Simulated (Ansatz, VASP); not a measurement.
# One calculation of Cl, two programs

```
Cl
1.0
     3.26421   -2.05747    0.00000
     3.26421    2.05747    0.00000
     0.00000    0.00000    8.40240
Cl
4
Direct
  0.88548 0.11452 0.60475
  0.11452 0.88548 0.39525
  0.61452 0.38548 0.10475
  0.38548 0.61452 0.89525
```

Alike in both runs: task electric field gradients; functional r2SCAN; k mesh 7 × 7 × 3; occupations fermi-dirac, width 0.03 eV; no spin polarisation.

```csv
,VASP,Ansatz
version,VASP 6.6.1,Ansatz 0.2.0
potentials or method,"VASP PAW PBE potentials, release 64 (Cl)","PAW with Ansatz's default frozen-core files, scalar-relativistic"
plane-wave cutoff (eV),520,500
valence electrons in the cell,28,28
```

Ansatz gave:

- gap on the k mesh at the Fermi level (eV): 2.64
- pressure (GPa): 0.3
- traceless stress, the component that is largest in VASP (GPa): 0.44
- rms of the force components (eV/Å): 0.128
- size of Vzz on the site where it differs most (V/Å²): 543.3

What did VASP give for the same quantities?

gap on the k mesh at the Fermi level (eV): 2.67; pressure (GPa): -0.1; traceless stress, the component that is largest in VASP (GPa): -0.05; rms of the force components (eV/Å): 0.012; size of Vzz on the site where it differs most (V/Å²): 532.7.

VASP's potentials were made for PBE, not for r2SCAN. Atom by atom the forces differ by 0.116 eV/Å (rms over components). One of these differences is far larger than is usual between the two programs; its cause wasn't traced.
